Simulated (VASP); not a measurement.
# HfZrSe4 (P-3m1) in VASP: a series of runs

Runs on HfZrSe4. Level: PBE. Tasks: relaxation of cell and atoms, single point.

Program: VASP 6.6.1. These are calculated values, not measurements. Logs are shortened: lines on timing, memory, paths and dates and some standing lists are left out, and cuts for length are marked.

### Step 1. The cell of the first run

The structure is trigonal, space group P-3m1 (No. 164). Conventional cell: a = 3.659 Å, b = 3.659 Å, c = 13.850 Å, α = 90.00°, β = 90.00°, γ = 120.00°. Within 3.7 Å of Zr (site symmetry -3m) lie 6 Se at 2.70 Å and 6 Zr at 3.66 Å. Within 3.7 Å of Hf (site symmetry -3m) lie 6 Se at 2.76 Å and 6 Hf at 3.66 Å. Within 3.7 Å of Se (site symmetry 3m) lie 3 Zr at 2.70 Å and 6 Se at 3.66 Å. Se (site symmetry 3m) has 3 Hf at 2.76 Å and 6 Se at 3.66 Å within 3.7 Å.

The cell was built from a structure type or drawn by symmetry, and may not be a known phase.

### Step 2. Relaxation of cell and atoms, PBE

INCAR reads:

```
SYSTEM = HfZrSe4
PREC = Accurate
ENCUT = 600
EDIFF = 1E-6
ISMEAR = 0
SIGMA = 0.1
LREAL = .FALSE.
LASPH = .TRUE.
NELM = 80
ALGO = Normal
ISIF = 3
LWAVE = .FALSE.
LCHARG = .FALSE.
GGA = PE
IBRION = 2
NSW = 90
EDIFFG = -0.04
```

KPOINTS reads:

```
regular mesh
0
G
  6 6 2
  0 0 0
```

POSCAR reads:

```
HfZrSe4
1.0
    3.6585989500      0.0000000000      0.0000000000
   -1.8292994700      3.1684396300      0.0000000000
    0.0000000000      0.0000000000     13.8497978500
Zr Hf Se
1 1 4
Direct
    0.0000000000      0.0000000000      0.0000000000
    0.0000000000      0.0000000000      0.5000000000
    0.3333333300      0.6666666700      0.8780300000
    0.3333333300      0.6666666700      0.3713200100
    0.6666666700      0.3333333300      0.6286799900
    0.6666666700      0.3333333300      0.1219700000
```

Potentials or basis: VASP PAW PBE potentials, release 64 (Zr_sv, Hf_pv, Se).

The run is started by

```sh
$ cat potpaw_PBE.64/Zr_sv/POTCAR potpaw_PBE.64/Hf_pv/POTCAR potpaw_PBE.64/Se/POTCAR > POTCAR
$ mpirun -np 1 vasp_std > vasp.out
```

OUTCAR:

```text
SYSTEM = HfZrSe4
   PREC = Accurate
   ENCUT = 600
   EDIFF = 1E-6
   ISMEAR = 0
   LREAL = .FALSE.
   LASPH = .TRUE.
   NELM = 80
   ISIF = 3
   GGA = PE
   IBRION = 2
   NSW = 90
   EDIFFG = -0.04

 ion  position               nearest neighbor table
   1  0.000  0.000  0.000-   3 2.70   6 2.70   3 2.70   6 2.70   6 2.70   3 2.70
   2  0.000  0.000  0.500-   4 2.76   5 2.76   4 2.76   5 2.76   5 2.76   4 2.76
   3  0.333  0.667  0.878-   1 2.70   1 2.70   1 2.70
   4  0.333  0.667  0.371-   2 2.76   2 2.76   2 2.76
   5  0.667  0.333  0.629-   2 2.76   2 2.76   2 2.76
   6  0.667  0.333  0.122-   1 2.70   1 2.70   1 2.70

  LATTYP: Found a hexagonal cell.
 ALAT       =     3.6585989500
 C/A-ratio  =     3.7855468826

  Lattice vectors:

 A1 = (   3.6585989500,   0.0000000000,   0.0000000000)
 A2 = (  -1.8292994700,   3.1684396300,   0.0000000000)
 A3 = (   0.0000000000,   0.0000000000,  13.8497978500)

Analysis of symmetry for initial positions (statically):
=====================================================================
 Subroutine PRICEL returns:
 Original cell was already a primitive cell.

 Routine SETGRP: Setting up the symmetry group for a
 hexagonal supercell.

 Subroutine GETGRP returns: Found 12 space group operations
 (whereof 12 operations were pure point group operations)
 out of a pool of 24 trial point group operations.

The static configuration has the point symmetry D_3d.

Analysis of symmetry for dynamics (positions and initial velocities):
=====================================================================
 Subroutine PRICEL returns:
 Original cell was already a primitive cell.

 Routine SETGRP: Setting up the symmetry group for a
 hexagonal supercell.

 Subroutine GETGRP returns: Found 12 space group operations
 (whereof 12 operations were pure point group operations)
 out of a pool of 24 trial point group operations.

The dynamic configuration has the point symmetry D_3d.

 Subroutine INISYM returns: Found 12 space group operations
 (whereof 12 operations are pure point group operations),
 and found     1 'primitive' translations

----------------------------------------------------------------------------------------

                                     Primitive cell

[... 86 lines left out ...]
   NELM   =     80;   NELMIN=  2; NELMDL= -5     # of ELM steps
   EDIFF  = 0.1E-05   stopping-criterion for ELM
   LREAL  =      F    real-space projection
   EDIFFG = -.4E-01   stopping-criterion for IOM
   NSW    =     90    number of steps for IOM
   IBRION =      2    ionic relax: 0-MD 1-quasi-New 2-CG
   NFREE  =      1    steps in history (QN), initial steepest desc. (CG)
   ISIF   =      3    stress and relaxation
   ISYM   =      2    0-nonsym 1-usesym 2-fastsym
   POTIM  = 0.5000    time-step for ionic-motion
   TEBEG  =    0.0;   TEEND  =   0.0 temperature during run
   PSTRESS=    0.0 pullay stress
   NELECT =      46.0000    total number of electrons
   NUPDOWN=      -1.0000    fix difference up-down
   EMIN   =  10.00;   EMAX   =-10.00  energy-range for DOS
   EFERMI =   0.00;   METHOD = LEGACY
   ISMEAR =     0;   SIGMA  =   0.10  broadening in eV -4-tet -1-fermi 0-gaus
   EFERMI_NEDOS =   21; number of points for ismear=-14 and -15
   IALGO  =     38    algorithm
   IMIX   =      4    mixing-type and parameters
     AMIX     =   0.40;   BMIX     =  1.00
     AMIX_MAG =   1.60;   BMIX_MAG =  1.00
  volume/ion in A,a.u.               =      26.76       180.57
  Fermi-wavevector in a.u.,A,eV,Ry     =   1.079260  2.039506 15.848105  1.164803
  Thomas-Fermi vector in A             =   2.215221
   LORBIT       =      0    0 simple, 1 ext, 2 COOP (PROOUT), +10 PAW based schemes
   GGA     = PE    functional components
   LHFCALC =     F    Hartree Fock is set to
   AEXX    =    0.0000 exact exchange contribution
   IVDW    =     0    specifies the selected vdW correction
   LEPSILON=     F    determine dielectric tensor
   LRPA    =     F    only Hartree local field effects (RPA)
 conjugate gradient relaxation of ions
 non-spin polarized calculation
 Gauss-broadening in eV      SIGMA  =   0.10
  energy-cutoff  :      600.00
  volume of cell :      160.55
 maximum number of plane-waves:      5437
 NGX is ok and might be reduce to    30
   NGX = 15   NGY = 15   NGZ = 55

--------------------------------------- Ionic step        1  -------------------------------------------

 number of electron      46.0000000 magnetization

 Free energy of the ion-electron system (eV)
  ---------------------------------------------------
  ext. energy  EPLUGINS =         0.00000000
  ---------------------------------------------------
  free energy    TOTEN  =       -40.10824150 eV

  energy without entropy =      -40.09755471  energy(sigma->0) =      -40.10289810

------------------------ aborting loop because EDIFF is reached ----------------------------------------

  FORCE on cell =-STRESS in cart. coord.  units (eV):
  Direction    XX          YY          ZZ          XY          YZ          ZX
  --------------------------------------------------------------------------------------
  -------------------------------------------------------------------------------------
  Total        0.8746038      0.8746038     -6.7313501      0.0000000      0.0000000      0.0000000
  in kB        8.7280711      8.7280711    -67.1752181      0.0000000      0.0000000      0.0000000
  external PRESSURE =     -16.5730253 kB  Pullay stress =       0.0000000 kB
[... 101 lines left out ...]
  FREE ENERGIE OF THE ION-ELECTRON SYSTEM (eV)
  ---------------------------------------------------
  free  energy   TOTEN  =       -40.4015756694 eV

  energy  without entropy=      -40.3966325489  energy(sigma->0) =      -40.39910411

[... ionic steps 4 to 12 ...]

--------------------------------------- Ionic step       13  -------------------------------------------

 number of electron      46.0000005 magnetization

------------------------ aborting loop because EDIFF is reached ----------------------------------------
[... 75 lines left out ...]
--------------------------------------- Ionic step       15  -------------------------------------------

 number of electron      46.0000004 magnetization

 Free energy of the ion-electron system (eV)
  ---------------------------------------------------
  ext. energy  EPLUGINS =         0.00000000
  ---------------------------------------------------
  free energy    TOTEN  =       -40.54216159 eV

  energy without entropy =      -40.54212525  energy(sigma->0) =      -40.54214342

 E-fermi :   3.0982     XC(G=0):  -9.0027

 val. band max:        2.8776280449   @ k =   0.0000   0.0000   0.0000
 cond. band min:       3.3215725651   @ k =   0.5000  -0.0000   0.0000
 fundamental gap:      0.4439445203
 Fermi energy:         3.0981640916

 k-point     1 :       0.0000    0.0000    0.0000
  band No.  band energies     occupation
      1     -46.6120      2.00000
      2     -28.4747      2.00000
      3     -28.4053      2.00000
      4     -28.4053      2.00000
      5     -24.6468      2.00000
      6     -24.5382      2.00000
[... 442 lines left out ...]
  FREE ENERGIE OF THE ION-ELECTRON SYSTEM (eV)
  ---------------------------------------------------
  free  energy   TOTEN  =       -40.5421615936 eV

  energy  without entropy=      -40.5421252459  energy(sigma->0) =      -40.54214342

 reached required accuracy - stopping structural energy minimisation
```

OSZICAR:

```text
N       E                     dE             d eps       ncg     rms          rms(c)
DAV:   1     0.343166593765E+03    0.34317E+03   -0.23549E+04   756   0.169E+03
DAV:   2    -0.155783527767E+02   -0.35874E+03   -0.35158E+03   978   0.354E+02
DAV:   3    -0.416624595810E+02   -0.26084E+02   -0.25146E+02  1106   0.793E+01
[... 146 lines left out ...]
DAV:   5    -0.405421220164E+02    0.14242E-03   -0.94154E-04  1254   0.141E-01    0.104E-01
DAV:   6    -0.405421559848E+02   -0.33968E-04   -0.16471E-04  1215   0.643E-02    0.260E-02
DAV:   7    -0.405421594642E+02   -0.34794E-05   -0.29234E-05  1285   0.252E-02    0.634E-03
DAV:   8    -0.405421611202E+02   -0.16560E-05   -0.20422E-06   691   0.781E-03    0.323E-03
DAV:   9    -0.405421615936E+02   -0.47335E-06   -0.56608E-07   458   0.482E-03
  15 F= -.40542162E+02 E0= -.40542143E+02  d E =-.338412E-02
```

CONTCAR:

```text
HfZrSe4
   1.00000000000000
     3.7978827911938757    0.0000000002250591    0.0000000000000000
    -1.8989413902116794    3.2890629743546937    0.0000000000000000
    -0.0000000000000002    0.0000000000000001   13.3516560589417139
  Zr              Hf              Se
     1     1     4
Direct
     0.0000000000000000    0.0000000000000000    1.0000000000000000
     0.0000000000000000    0.0000000000000000    0.5000000000000000
     0.3333333300000021    0.6666666699999979    0.8812896359612983
     0.3333333300000021    0.6666666699999979    0.3832593024389062
     0.6666666699999979    0.3333333300000021    0.6167406975610937
     0.6666666699999979    0.3333333300000021    0.1187103640387017

  0.00000000E+00  0.00000000E+00  0.00000000E+00
  0.00000000E+00  0.00000000E+00  0.00000000E+00
  0.00000000E+00  0.00000000E+00  0.00000000E+00
  0.00000000E+00  0.00000000E+00  0.00000000E+00
  0.00000000E+00  0.00000000E+00  0.00000000E+00
  0.00000000E+00  0.00000000E+00  0.00000000E+00
```

Run time: 9.9 min. Hardware: 1 thread of Intel Xeon Platinum 8488C (Sapphire Rapids), shared host; peak memory 0.37 GiB.

Results:

| Quantity | Value |
| --- | --- |
| Free energy | -40.5422 eV |
| Relaxed volume | 27.80 Å³/atom |
| Relaxed cell | a = 3.798 Å, b = 3.798 Å, c = 13.352 Å, α = 90.00°, β = 90.00°, γ = 120.00° |
| Space group after relaxing (to 0.1 Å) | P-3m1 (No. 164) |
| Energy gained by relaxing | 72.3 meV/atom |
| Ionic steps | 15 |
| Pressure after relaxing | -0.1 GPa |
| Largest force after relaxing | 0.023 eV/Å |
| Band gap on the k mesh | 0.44 eV (least direct gap 1.11 eV) |

Forces on the atoms (eV/Å):
```
Zr   0.000  0.000  0.000
Hf   0.000  0.000  0.000
Se   0.000  0.000  0.023
Se   0.000  0.000  0.003
Se   0.000  0.000 -0.003
Se   0.000  0.000 -0.023
```

Stress tensor (GPa, compression positive):
```
-0.22  0.00  0.00
 0.00 -0.22  0.00
 0.00  0.00  0.12
```

Step by step:
```
step  energy change (eV)  largest force (eV/Å)  pressure (GPa)  volume (Å³)
   1              0.0000                1.5755           -1.66       160.55
   2             -0.2909                0.5729            3.87       154.00
   3             -0.2933                0.4948            3.40       154.51
   4             -0.4164                0.0409           -0.53       163.35
   5             -0.4236                0.0608            0.17       161.62
   6             -0.4252                0.0951           -0.02       162.07
   7             -0.4254                0.1197           -0.15       162.38
   8             -0.4264                0.0822            0.01       162.31
   9             -0.4267                0.0770            0.14       162.27
  10             -0.4278                0.0729            0.14       162.64
  11             -0.4299                0.0599            0.06       163.77
  12             -0.4295                0.1057           -0.04       166.03
  13             -0.4305                0.0534            0.02       164.76
  14             -0.4316                0.0424           -0.01       165.27
  15             -0.4339                0.0234           -0.11       166.78
```

Final structure:
```
Zr Hf Se
1.0
     3.79788    0.00000    0.00000
    -1.89894    3.28906    0.00000
     0.00000    0.00000   13.35166
Zr Hf Se
1 1 4
Direct
  0.00000 0.00000 0.00000
  0.00000 0.00000 0.50000
  0.33333 0.66667 0.88129
  0.33333 0.66667 0.38326
  0.66667 0.33333 0.61674
  0.66667 0.33333 0.11871
```

Caveat: spin-orbit coupling is left out, which moves the levels of the heavy elements; this functional lacks dispersion, which binds the layers, so the pressure and a relaxed spacing across them are unreliable. A k mesh can miss the band edges.

### Step 3. Single point, PBE

This run uses another cell than the first one, of 28.81 Å³/atom.

INCAR reads:

```
ALGO = Normal
EDIFF = 1E-7
ENCUT = 520
GGA = PE
ISIF = 2
ISMEAR = 0
LASPH = True
LCHARG = False
LREAL = False
LWAVE = False
NBANDS = 32
NELM = 60
PREC = Accurate
SIGMA = 0.02
```

KPOINTS reads:

```
k-points
0
Gamma
  12 12 4
```

POSCAR reads:

```
HfZrSe4
1.0
    3.7855173842      0.0000000000      0.0000000000
   -1.8927586921      3.2783542212      0.0000000000
    0.0000000000      0.0000000000     13.9291589518
Zr Hf Se
1 1 4
Direct
    0.0000000000      0.0000000000      0.0000000000
    0.0000000000      0.0000000000      0.5000000000
    0.3333333333      0.6666666667      0.8859406096
    0.3333333333      0.6666666667      0.3872710043
    0.6666666667      0.3333333333      0.6127289957
    0.6666666667      0.3333333333      0.1140593904
```

Potentials or basis: VASP PAW PBE potentials, release 64 (Zr_sv, Hf_pv, Se).

The run is started by

```sh
$ cat potpaw_PBE.64/Zr_sv/POTCAR potpaw_PBE.64/Hf_pv/POTCAR potpaw_PBE.64/Se/POTCAR > POTCAR
$ mpirun -np 1 vasp_std > vasp.out
```

Wall time 4.9 min (1 thread of Intel Xeon Platinum 8488C (Sapphire Rapids), shared host); peak memory 0.52 GiB.

The run converged. Its results:

```
Free energy            : -40.5854 eV
Pressure               : -0.1 GPa
Largest force          : 0.043 eV/Å
Band gap on the k mesh : 0.43 eV (least direct gap 1.11 eV)
```

Forces in eV/Å, atoms in the order of the input:
```
Zr   0.000  0.000  0.000
Hf   0.000  0.000  0.000
Se   0.000  0.000 -0.018
Se   0.000  0.000  0.043
Se   0.000  0.000 -0.043
Se   0.000  0.000  0.018
```

Levels at points of the mesh, in eV from the valence-band top:
| k point | band 19 | band 20 | band 21 | band 22 | band 23 | band 24 | band 25 | band 26 | band 27 | band 28 |
| --- | --- | --- | --- | --- | --- | --- | --- | --- | --- | --- |
| (0.00, 0.00, 0.00) | -0.58 | -0.05 | -0.05 | 0.00 | 0.00 | 1.12 | 1.12 | 1.47 | 1.47 | 1.61 |
| (0.50, 0.00, 0.00) | -2.40 | -1.81 | -1.33 | -1.21 | -1.05 | 0.43 | 0.66 | 2.60 | 2.97 | 3.17 |
| (0.00, 0.00, 0.50) | -1.13 | -0.04 | -0.04 | -0.01 | -0.01 | 1.12 | 1.12 | 1.47 | 1.47 | 1.73 |
| (0.50, 0.00, 0.50) | -2.42 | -1.61 | -1.52 | -1.20 | -1.06 | 0.46 | 0.64 | 2.60 | 2.97 | 3.17 |

Caveat: spin-orbit coupling is left out, which moves the levels of the heavy elements; this functional lacks dispersion, which binds the layers, so the pressure and a relaxed spacing across them are unreliable.
